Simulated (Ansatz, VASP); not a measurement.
# Two plane-wave programs on KF

POSCAR

```
KF
1.0
    0.0000000000      2.6718500000      2.6718500000
    2.6718500000      0.0000000000      2.6718500000
    2.6718500000      2.6718500000      0.0000000000
K F
1 1
Direct
    0.0000000000      0.0000000000      0.0000000000
    0.5000000000      0.5000000000      0.5000000000
```

INCAR.step1

```
ALGO = Normal
EDIFF = 1E-5
ENCUT = 520
GGA = PE
ISIF = 2
ISMEAR = -1
LASPH = True
LREAL = False
LWAVE = True
NBANDS = 15
NELM = 60
PREC = Accurate
SIGMA = 0.05
```

File INCAR.step2:

```
AEXX = 0.05
ALGO = Normal
EDIFF = 1E-6
ENCUT = 520
GGA = PE
HFSCREEN = 0.2
ISIF = 2
ISMEAR = -1
ISTART = 1
LASPH = True
LCHARG = True
LELF = True
LHFCALC = True
LREAL = False
LVHAR = True
LWAVE = False
NBANDS = 15
NELM = 60
PREC = Accurate
PRECFOCK = Normal
SIGMA = 0.05
```

Contents of KPOINTS:

```
k-points
0
Gamma
  5 5 5
```

Contents of input.yaml:

```yaml
crystal:
  lattice:
    - [0.0, 2.67185, 2.67185]
    - [2.67185, 0.0, 2.67185]
    - [2.67185, 2.67185, 0.0]
  atoms:
    - { symbol: K, position: [0.0, 0.0, 0.0] }
    - { symbol: F, position: [0.5, 0.5, 0.5] }
hamiltonian:
  xc: { exchange: pbe, correlation: pbe, exx: { coeff: 0.05, omega: 0.2 } }
  pseudopotentials: { kind: paw }
kpoints:
  mp_grid: { grid: [5, 5, 5] }
scf:
  occupations: { method: fermi_dirac, width: 0.05 }
output:
  forces: true
  stress: true
  eigenvalues: true
  write_density: true
  write_potential: true
  elf: true
  volumetric_format: npy
```

Alike in both runs: task single point; functional PBE-based screened hybrid; k mesh 5 × 5 × 5; occupations fermi-dirac, width 0.05 eV; no spin polarisation.

|  | VASP | Ansatz |
| --- | --- | --- |
| version | VASP 6.6.1 | Ansatz 0.2.0 |
| potentials or method | VASP PAW PBE potentials, release 64 (K_sv, F) | Ansatz PAW |
| plane-wave cutoff (eV) | 520 | 420 |
| valence electrons in the cell | 16 | 16 |

```tsv
	VASP	Ansatz	Ansatz less VASP
gap on the k mesh at the Fermi level (eV)	6.56	6.58	+0.016
least direct gap on the mesh (eV)	6.56	6.58	+0.016
pressure (GPa)	1.3	1.2	-0.05
```

VASP's potentials were made for PBE, not for PBE-based screened hybrid.

Noted on Ansatz's run: odd divisions of the mesh miss points on the zone boundary, where band edges often lie, so the gap on the mesh can be too wide.
